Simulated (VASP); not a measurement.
# LiCl (F-43m) in VASP: notebook

LiCl is run at these levels: PBE; tasks: single point.

Everything below comes from runs of VASP 6.6.1. Logs are shortened: lines on timing, memory, paths and dates and some standing lists are left out, and cuts for length are marked.

**1. The cell of the first run**

It takes space group F-43m (No. 216, cubic). Conventional cell: a = 4.959 Å, b = 4.959 Å, c = 4.959 Å, α = 90.00°, β = 90.00°, γ = 90.00°. Li (site symmetry -43m) has 4 Cl at 2.15 Å within 2.8 Å. Cl (site symmetry -43m) has 4 Li at 2.15 Å within 2.8 Å.

The cell was built from a structure type or drawn by symmetry, and may not be a known phase.

**2. Single point, PBE**

INCAR

```
PREC = Accurate ; ENCUT = 520
EDIFF = 1E-6 ; ISMEAR = 0
SIGMA = 0.1 ; LREAL = F
LASPH = T ; NELM = 60
ALGO = Normal ; ISIF = 2
LWAVE = F ; LCHARG = F
GGA = PE ; NBANDS = 12
```

KPOINTS

```
regular mesh
0
Gamma
  6 6 6
```

POSCAR

```
LiCl
1.0
    0.0000000000      2.4796039400      2.4796039400
    2.4796039400      0.0000000000      2.4796039400
    2.4796039400      2.4796039400      0.0000000000
Li Cl
1 1
Direct
    0.2500000000      0.2500000000      0.2500000000
    0.5000000000      0.5000000000      0.5000000000
```

Potentials or basis: VASP PAW PBE potentials, release 64 (Li_sv, Cl).

Started as:

```
$ cat potpaw_PBE.64/Li_sv/POTCAR potpaw_PBE.64/Cl/POTCAR > POTCAR
$ mpirun -np 1 vasp_std > vasp.out
```

OUTCAR:

```text
PREC = Accurate
   ENCUT = 520
   EDIFF = 1E-6
   ISMEAR = 0
   LREAL = F
   LASPH = T
   NELM = 60
   ISIF = 2
   GGA = PE

 ion  position               nearest neighbor table
   1  0.250  0.250  0.250-   2 2.15   2 2.15   2 2.15   2 2.15
   2  0.500  0.500  0.500-   1 2.15   1 2.15   1 2.15   1 2.15

  LATTYP: Found a face centered cubic cell.
 ALAT       =     4.9592078800

  Lattice vectors:

 A1 = (   0.0000000000,   2.4796039400,   2.4796039400)
 A2 = (   2.4796039400,   0.0000000000,   2.4796039400)
 A3 = (   2.4796039400,   2.4796039400,   0.0000000000)

Analysis of symmetry for initial positions (statically):
=====================================================================
 Subroutine PRICEL returns:
 Original cell was already a primitive cell.

 Routine SETGRP: Setting up the symmetry group for a
 face centered cubic supercell.

 Subroutine GETGRP returns: Found 24 space group operations
 (whereof 24 operations were pure point group operations)
 out of a pool of 48 trial point group operations.

The static configuration has the point symmetry T_d .

Analysis of symmetry for dynamics (positions and initial velocities):
=====================================================================
 Subroutine PRICEL returns:
 Original cell was already a primitive cell.

 Routine SETGRP: Setting up the symmetry group for a
 face centered cubic supercell.

 Subroutine GETGRP returns: Found 24 space group operations
 (whereof 24 operations were pure point group operations)
 out of a pool of 48 trial point group operations.

The dynamic configuration has the point symmetry T_d .

 Subroutine INISYM returns: Found 24 space group operations
 (whereof 24 operations are pure point group operations),
 and found     1 'primitive' translations

----------------------------------------------------------------------------------------

                                     Primitive cell

  volume of cell :      30.4914

  direct lattice vectors                    reciprocal lattice vectors
     0.000000000  2.479603940  2.479603940    -0.201645106  0.201645106  0.201645106
     2.479603940  0.000000000  2.479603940     0.201645106 -0.201645106  0.201645106
     2.479603940  2.479603940  0.000000000     0.201645106  0.201645106 -0.201645106

  length of vectors
     3.506689521  3.506689521  3.506689521     0.349259569  0.349259569  0.349259569

  position of ions in fractional coordinates (direct lattice)
     0.250000000  0.250000000  0.250000000
     0.500000000  0.500000000  0.500000000

  ion indices of the primitive-cell ions
   primitive index   ion index
                 1           1
                 2           2

----------------------------------------------------------------------------------------

 KPOINTS: regular mesh

Automatic generation of k-mesh.
 Grid dimensions read from file:
 generate k-points for:    6    6    6

 Generating k-lattice:

  Cartesian coordinates                     Fractional coordinates (reciprocal lattice)
    -0.033607518  0.033607518  0.033607518     0.166666667  0.000000000  0.000000000
     0.033607518 -0.033607518  0.033607518     0.000000000  0.166666667  0.000000000
     0.033607518  0.033607518 -0.033607518     0.000000000  0.000000000  0.166666667

  Length of vectors
     0.058209928  0.058209928  0.058209928

  Shift w.r.t. Gamma in fractional coordinates (k-lattice)
     0.000000000  0.000000000  0.000000000

 Subroutine IBZKPT returns following result:
 ===========================================

 Found     16 irreducible k-points:

 Following reciprocal coordinates:
            Coordinates               Weight
  0.000000  0.000000  0.000000      1.000000
  0.166667  0.000000  0.000000      8.000000
  0.333333  0.000000  0.000000      8.000000
  0.500000  0.000000  0.000000      4.000000
  0.166667  0.166667  0.000000      6.000000
  0.333333  0.166667  0.000000     24.000000
[... 8 lines left out ...]
 -0.333333  0.333333  0.166667     24.000000
 -0.333333  0.500000  0.166667     12.000000
   k-points           NKPTS =     16   k-points in BZ     NKDIM =     16   number of bands    NBANDS=     12
   number of dos      NEDOS =    301   number of ions     NIONS =      2
   total plane-waves  NPLWV =  21952
   dimension x,y,z NGX =    28 NGY =   28 NGZ =   28
   dimension x,y,z NGXF=    56 NGYF=   56 NGZF=   56
   ions per type =               1   1
   NGX,Y,Z   is equivalent  to a cutoff of  13.27, 13.27, 13.27 a.u.
   NGXF,Y,Z  is equivalent  to a cutoff of  26.55, 26.55, 26.55 a.u.
 SYSTEM =  unknown system
   PREC   = accura    normal or accurate (medium, high low for compatibility)
   ISTART =      0    job   : 0-new  1-cont  2-samecut
   ICHARG =      2    charge: 1-file 2-atom 10-const
   ISPIN  =      1    spin polarized calculation?
   LNONCOLLINEAR =      F non collinear calculations
   LSORBIT =      F    spin-orbit coupling
   LASPH  =      T    aspherical Exc in radial PAW
   ENCUT  =  520.0 eV  38.22 Ry    6.18 a.u.   6.52  6.52  6.52*2*pi/ulx,y,z
   NELM   =     60;   NELMIN=  2; NELMDL= -5     # of ELM steps
   EDIFF  = 0.1E-05   stopping-criterion for ELM
   LREAL  =      F    real-space projection
   EDIFFG = 0.1E-04   stopping-criterion for IOM
   NSW    =      0    number of steps for IOM
   IBRION =     -1    ionic relax: 0-MD 1-quasi-New 2-CG
   NFREE  =      0    steps in history (QN), initial steepest desc. (CG)
   ISIF   =      2    stress and relaxation
   ISYM   =      2    0-nonsym 1-usesym 2-fastsym
   POTIM  = 0.5000    time-step for ionic-motion
   TEBEG  =    0.0;   TEEND  =   0.0 temperature during run
   PSTRESS=    0.0 pullay stress
   NELECT =      10.0000    total number of electrons
   NUPDOWN=      -1.0000    fix difference up-down
   EMIN   =  10.00;   EMAX   =-10.00  energy-range for DOS
   EFERMI =   0.00;   METHOD = LEGACY
   ISMEAR =     0;   SIGMA  =   0.10  broadening in eV -4-tet -1-fermi 0-gaus
   EFERMI_NEDOS =   21; number of points for ismear=-14 and -15
   IALGO  =     38    algorithm
   IMIX   =      4    mixing-type and parameters
     AMIX     =   0.40;   BMIX     =  1.00
     AMIX_MAG =   1.60;   BMIX_MAG =  1.00
  volume/ion in A,a.u.               =      15.25       102.88
  Fermi-wavevector in a.u.,A,eV,Ry     =   1.128970  2.133445 17.341631  1.274574
  Thomas-Fermi vector in A             =   2.265662
   LORBIT       =      0    0 simple, 1 ext, 2 COOP (PROOUT), +10 PAW based schemes
   GGA     = PE    functional components
   LHFCALC =     F    Hartree Fock is set to
   AEXX    =    0.0000 exact exchange contribution
   IVDW    =     0    specifies the selected vdW correction
   LEPSILON=     F    determine dielectric tensor
   LRPA    =     F    only Hartree local field effects (RPA)
 non-spin polarized calculation
 Gauss-broadening in eV      SIGMA  =   0.10
  energy-cutoff  :      520.00
  volume of cell :       30.49
 maximum number of plane-waves:       869
 NGX is ok and might be reduce to    28
   NGX = 13   NGY = 13   NGZ = 13

 number of electron      10.0000000 magnetization

 number of electron       9.9999993 magnetization

 Free energy of the ion-electron system (eV)
  ---------------------------------------------------
  ext. energy  EPLUGINS =         0.00000000
  ---------------------------------------------------
  free energy    TOTEN  =        -7.01372956 eV

  energy without entropy =       -7.01372956  energy(sigma->0) =       -7.01372956

 E-fermi :   1.4419     XC(G=0):  -8.9630

 val. band max:        0.9199435230   @ k =   0.0000   0.0000   0.0000
 cond. band min:       7.2207446838   @ k =   0.5000   0.5000   0.0000
 fundamental gap:      6.3008011608
 Fermi energy:         1.4419128507

 k-point     1 :       0.0000    0.0000    0.0000
  band No.  band energies     occupation
      1     -41.4834      2.00000
      2     -12.6522      2.00000
      3       0.9199      2.00000
      4       0.9199      2.00000
      5       0.9199      2.00000
      6       8.1666      0.00000
      7      11.3210      0.00000
      8      11.3210      0.00000
      9      11.3210      0.00000
     10      16.2682      0.00000
     11      16.2682      0.00000
     12      20.4853      0.00000

 k-point     2 :       0.1667    0.0000    0.0000
  band No.  band energies     occupation
      1     -41.4814      2.00000
      2     -12.5205      2.00000
      3      -0.0370      2.00000
      4       0.7898      2.00000
      5       0.7898      2.00000
      6       8.8587      0.00000
      7      11.6984      0.00000
      8      11.6984      0.00000
      9      11.9371      0.00000
     10      15.4750      0.00000
     11      15.4750      0.00000
     12      18.9513      0.00000

 k-point     3 :       0.3333    0.0000    0.0000
  band No.  band energies     occupation
      1     -41.4778      2.00000
      2     -12.2307      2.00000
      3      -1.5665      2.00000
      4       0.5535      2.00000
      5       0.5536      2.00000
      6       9.8411      0.00000
      7      11.7274      0.00000
      8      11.7275      0.00000
      9      12.9117      0.00000
     10      16.3109      0.00000
     11      16.3109      0.00000
     12      19.0893      0.00000
[... 166 lines left out ...]
 k-point    15 :      -0.3333    0.3333    0.1667
  band No.  band energies     occupation
      1     -41.4743      2.00000
      2     -11.9274      2.00000
      3      -1.6862      2.00000
      4      -0.6517      2.00000
      5      -0.1885      2.00000
      6       9.6078      0.00000
      7      11.3828      0.00000
      8      13.6957      0.00000
      9      14.5874      0.00000
     10      15.7641      0.00000
     11      18.8704      0.00000
     12      19.6895      0.00000

 k-point    16 :      -0.3333    0.5000    0.1667
  band No.  band energies     occupation
      1     -41.4736      2.00000
      2     -11.8810      2.00000
      3      -1.4549      2.00000
      4      -0.6797      2.00000
      5      -0.6432      2.00000
      6       8.5774      0.00000
      7      11.6808      0.00000
      8      13.9166      0.00000
      9      15.3265      0.00000
     10      17.4747      0.00000
     11      18.7761      0.00000
     12      20.4450      0.00000

------------------------ aborting loop because EDIFF is reached ----------------------------------------

  FORCE on cell =-STRESS in cart. coord.  units (eV):
  Direction    XX          YY          ZZ          XY          YZ          ZX
  --------------------------------------------------------------------------------------
  -------------------------------------------------------------------------------------
  Total        2.8897553      2.8897553      2.8897553      0.0000000      0.0000000      0.0000000
  in kB      151.8429732    151.8429732    151.8429732      0.0000000      0.0000000      0.0000000
  external PRESSURE =     151.8429732 kB  Pullay stress =       0.0000000 kB

 VOLUME and BASIS-vectors are now :
 -----------------------------------------------------------------------------
  energy-cutoff  :      520.00
  volume of cell :       30.49
      direct lattice vectors                 reciprocal lattice vectors
     0.000000000  2.479603940  2.479603940    -0.201645106  0.201645106  0.201645106
     2.479603940  0.000000000  2.479603940     0.201645106 -0.201645106  0.201645106
     2.479603940  2.479603940  0.000000000     0.201645106  0.201645106 -0.201645106

 POSITION                                       TOTAL-FORCE (eV/Angst)
 -----------------------------------------------------------------------------------
      1.23980      1.23980      1.23980         0.000000     -0.000000     -0.000000
      2.47960      2.47960      2.47960        -0.000000      0.000000      0.000000
 -----------------------------------------------------------------------------------
    total drift:                               -0.000000     -0.000000     -0.000000

  FREE ENERGIE OF THE ION-ELECTRON SYSTEM (eV)
  ---------------------------------------------------
  free  energy   TOTEN  =        -7.0137295598 eV

  energy  without entropy=       -7.0137295598  energy(sigma->0) =       -7.01372956
```

Run time: 9.8 s. Hardware: 1 thread of Intel Xeon 8259CL, shared host; peak memory 0.15 GiB.

What came out:

| Item | Value |
| --- | --- |
| Free energy | -7.0137 eV |
| Band gap on the k mesh | 6.30 eV (least direct gap 7.25 eV) |

Caveat: the cutoff is under 1.25 times the usual one of these potentials, so pressure, stress and relaxed cells hold a basis-set (Pulay) error. A k mesh can miss the band edges.

**3. Single point, PBE**

This run uses another cell than the first one, of 20.74 Å³/atom.

INCAR

```
SYSTEM = LiCl
PREC     = Accurate       ! precision mode
ENCUT    = 520            ! plane-wave cutoff, eV
EDIFF    = 1E-6           ! SCF threshold, eV
ISMEAR   = 0              ! smearing method
SIGMA    = 0.1            ! smearing width, eV
LREAL    = .FALSE.        ! projectors in reciprocal space
LASPH    = .TRUE.         ! aspherical terms in the spheres
NELM     = 100            ! most SCF steps
ALGO     = Normal         ! electronic algorithm
ISIF     = 2              ! what is computed and relaxed
LWAVE    = .FALSE.        ! write WAVECAR
LCHARG   = .FALSE.        ! write CHGCAR
GGA      = PE             ! functional
NBANDS   = 12             ! bands
```

KPOINTS

```
Automatic mesh
0
G
  6 6 6
  0 0 0
```

POSCAR

```
LiCl
1.0
    0.0000000000      2.7476584004      2.7476584004
    2.7476584004      0.0000000000      2.7476584004
    2.7476584004      2.7476584004      0.0000000000
Li Cl
1 1
Direct
    0.2500000000      0.2500000000      0.2500000000
    0.5000000000      0.5000000000      0.5000000000
```

Potentials or basis: VASP PAW PBE potentials, release 64 (Li_sv, Cl).

Started as:

```
$ cat potpaw_PBE.64/Li_sv/POTCAR potpaw_PBE.64/Cl/POTCAR > POTCAR
$ mpirun -np 1 vasp_std > vasp.out
```

It took 12 s on 1 thread of Intel Xeon 8259CL, shared host; peak memory 0.16 GiB.

Results (log left out):

- Free energy: -7.4272 eV
- Band gap on the k mesh: 6.00 eV

Levels at points of the mesh, in eV from the valence-band top:
```
           k point  band 1  band 2  band 3  band 4  band 5  band 6  band 7  band 8  band 9  band 10
(0.00, 0.00, 0.00)  -42.88  -12.70    0.00    0.00    0.00    6.00   10.16   10.16   10.16    14.49
(0.50, 0.00, 0.00)  -42.88  -12.41   -1.98   -0.28   -0.28    8.34   10.33   10.33   10.67    16.09
(0.50, 0.50, 0.00)  -42.88  -12.33   -1.61   -0.82   -0.82    6.65    9.64   13.35   13.83    13.83
```

Caveat: the cutoff is under 1.25 times the usual one of these potentials, so pressure, stress and relaxed cells hold a basis-set (Pulay) error.

**4. Single point, PBE (18.46 Å³/atom)**

This run uses another cell than the first one, of 18.46 Å³/atom.

INCAR

```
ALGO     = Normal         # electronic algorithm
EDIFF    = 1E-6           # SCF threshold, eV
ENCUT    = 520            # plane-wave cutoff, eV
GGA      = PE             # functional
ISIF     = 2              # what is computed and relaxed
ISMEAR   = 0              # smearing method
LASPH    = T              # aspherical terms in the spheres
LCHARG   = F              # write CHGCAR
LREAL    = F              # projectors in reciprocal space
LWAVE    = F              # write WAVECAR
NBANDS   = 12             # bands
NELM     = 80             # most SCF steps
PREC     = Accurate       # precision mode
SIGMA    = 0.02           # smearing width, eV
```

KPOINTS

```
k-points
0
Gamma
  8 8 8
```

POSCAR

```
LiCl
1.0
    0.0000000000      2.6427723442      2.6427723442
    2.6427723442      0.0000000000      2.6427723442
    2.6427723442      2.6427723442      0.0000000000
Li Cl
1 1
Direct
    0.7500000000      0.7500000000      0.7500000000
    0.5000000000      0.5000000000      0.5000000000
```

Started as:

```
$ cat potpaw_PBE.64/Li_sv/POTCAR potpaw_PBE.64/Cl/POTCAR > POTCAR
$ mpirun -np 1 vasp_std > vasp.out
```

Wall time 18 s (1 thread of Intel Xeon 8259CL, shared host); peak memory 0.15 GiB.

Results (log left out):

- Free energy: -7.3701 eV
- Band gap on the k mesh: 6.43 eV

Levels at points of the mesh, in eV from the valence-band top:
| k point | band 3 | band 4 | band 5 | band 6 | band 7 | band 8 |
| --- | --- | --- | --- | --- | --- | --- |
| (0.00, 0.00, 0.00) | 0.00 | 0.00 | 0.00 | 6.43 | 10.29 | 10.29 |
| (0.50, 0.00, 0.00) | -2.37 | -0.35 | -0.35 | 8.70 | 10.46 | 10.46 |
| (0.50, 0.50, 0.00) | -1.91 | -1.00 | -1.00 | 6.57 | 9.76 | 14.52 |

Caveat: the cutoff is under 1.25 times the usual one of these potentials, so pressure, stress and relaxed cells hold a basis-set (Pulay) error.

**5. Single point, PBE (19.72 Å³/atom)**

This run uses another cell than the first one, of 19.72 Å³/atom.

INCAR

```
SYSTEM = LiCl
ALGO     = Normal         ! electronic algorithm
EDIFF    = 1E-6           ! SCF threshold, eV
ENCUT    = 520            ! plane-wave cutoff, eV
GGA      = PE             ! functional
ISIF     = 2              ! what is computed and relaxed
ISMEAR   = 0              ! smearing method
LASPH    = .TRUE.         ! aspherical terms in the spheres
LCHARG   = .FALSE.        ! write CHGCAR
LREAL    = .FALSE.        ! projectors in reciprocal space
LWAVE    = .FALSE.        ! write WAVECAR
NBANDS   = 12             ! bands
NELM     = 80             ! most SCF steps
PREC     = Accurate       ! precision mode
SIGMA    = 0.02           ! smearing width, eV
```

KPOINTS

```
k-points
0
G
  8 8 8
  0 0 0
```

POSCAR

```
LiCl
1.0
    0.0000000000      2.7015197521      2.7015197521
    2.7015197521      0.0000000000      2.7015197521
    2.7015197521      2.7015197521      0.0000000000
Li Cl
1 1
Direct
    0.7500000000      0.7500000000      0.7500000000
    0.5000000000      0.5000000000      0.5000000000
```

Started as:

```
$ cat potpaw_PBE.64/Li_sv/POTCAR potpaw_PBE.64/Cl/POTCAR > POTCAR
$ mpirun -np 1 vasp_std > vasp.out
```

It took 16 s on 1 thread of Intel Xeon 8259CL, shared host; peak memory 0.15 GiB.

It converged, with:

```
Free energy            : -7.4147 eV
Band gap on the k mesh : 6.18 eV
```

Levels at points of the mesh, in eV from the valence-band top:
| k point | band 1 | band 2 | band 3 | band 4 | band 5 | band 6 | band 7 | band 8 | band 9 | band 10 |
| --- | --- | --- | --- | --- | --- | --- | --- | --- | --- | --- |
| (0.00, 0.00, 0.00) | -42.76 | -12.81 | 0.00 | 0.00 | 0.00 | 6.18 | 10.22 | 10.22 | 10.22 | 14.64 |
| (0.50, 0.00, 0.00) | -42.76 | -12.49 | -2.14 | -0.31 | -0.31 | 8.49 | 10.39 | 10.39 | 10.95 | 16.33 |
| (0.50, 0.50, 0.00) | -42.76 | -12.39 | -1.73 | -0.89 | -0.89 | 6.62 | 9.70 | 13.85 | 14.20 | 14.20 |

Caveat: the cutoff is under 1.25 times the usual one of these potentials, so pressure, stress and relaxed cells hold a basis-set (Pulay) error. A k mesh can miss the band edges.

[end of part 1 of 2]
